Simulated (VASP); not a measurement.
Crystal: La2O3.

```
CELL_PARAMETERS angstrom
3.93078 0.00000 0.00000
-1.96539 3.40415 0.00000
0.00000 0.00000 6.11195
ATOMIC_POSITIONS crystal
La 0.66667 0.33333 0.75376
La 0.33333 0.66667 0.24624
O 0.66667 0.33333 0.35411
O 0.33333 0.66667 0.64589
O 0.00000 0.00000 0.00000
```

- Program: VASP 6.6.1
- Task: relaxation of cell and atoms
- Functional: RPBE
- Potentials or basis: VASP PAW PBE potentials, release 64 (La, O)
- Cutoff: 600 eV
- k mesh: 6 × 6 × 4
- Occupations: fermi-dirac, width 0.02 eV
- Spin: no spin polarisation

At the start: pressure 4.5 GPa; volume 16.36 Å³/atom.

Task: Where does the relaxation end?

Result: Over 12 steps the energy falls by 9.5 meV/atom and the volume is 17.05 Å³/atom (+4.2 %); space group P-3m1 (No. 164, to 0.05 Å).

The path:
| step | energy change (eV) | largest force (eV/Å) | pressure (GPa) | volume (Å³) |
| --- | --- | --- | --- | --- |
| 1 | 0.0000 | 0.0375 | 4.52 | 81.78 |
| 2 | -0.0097 | 0.4383 | -3.49 | 87.37 |
| 3 | -0.0398 | 0.2278 | -0.01 | 84.70 |
| 4 | -0.0449 | 0.0505 | -0.02 | 84.97 |
| 5 | -0.0458 | 0.0595 | -0.01 | 85.13 |
| 6 | -0.0469 | 0.0441 | 0.00 | 85.17 |
| 7 | -0.0474 | 0.0268 | 0.02 | 85.21 |
| 8 | -0.0475 | 0.0155 | -0.03 | 85.25 |
| 9 | -0.0475 | 0.0083 | -0.07 | 85.28 |
| 10 | -0.0475 | 0.0081 | -0.08 | 85.30 |
| 11 | -0.0475 | 0.0158 | 0.13 | 85.16 |
| 12 | -0.0475 | 0.0012 | 0.00 | 85.24 |

Final structure:
```cif
data_structure
_symmetry_space_group_name_H-M 'P 1'
_symmetry_Int_Tables_number 1
_cell_length_a 3.9591
_cell_length_b 3.9591
_cell_length_c 6.2797
_cell_angle_alpha 90.000
_cell_angle_beta 90.000
_cell_angle_gamma 120.000
_cell_volume 85.24
loop_
_atom_site_label
_atom_site_type_symbol
_atom_site_fract_x
_atom_site_fract_y
_atom_site_fract_z
_atom_site_occupancy
La1 La 0.66667 0.33333 0.75132 1
La2 La 0.33333 0.66667 0.24868 1
O1 O 0.66667 0.33333 0.35489 1
O2 O 0.33333 0.66667 0.64511 1
O3 O 0.00000 0.00000 0.00000 1
```

Caveat: the PAW data sets were made with another functional, which shifts forces and pressure a little.
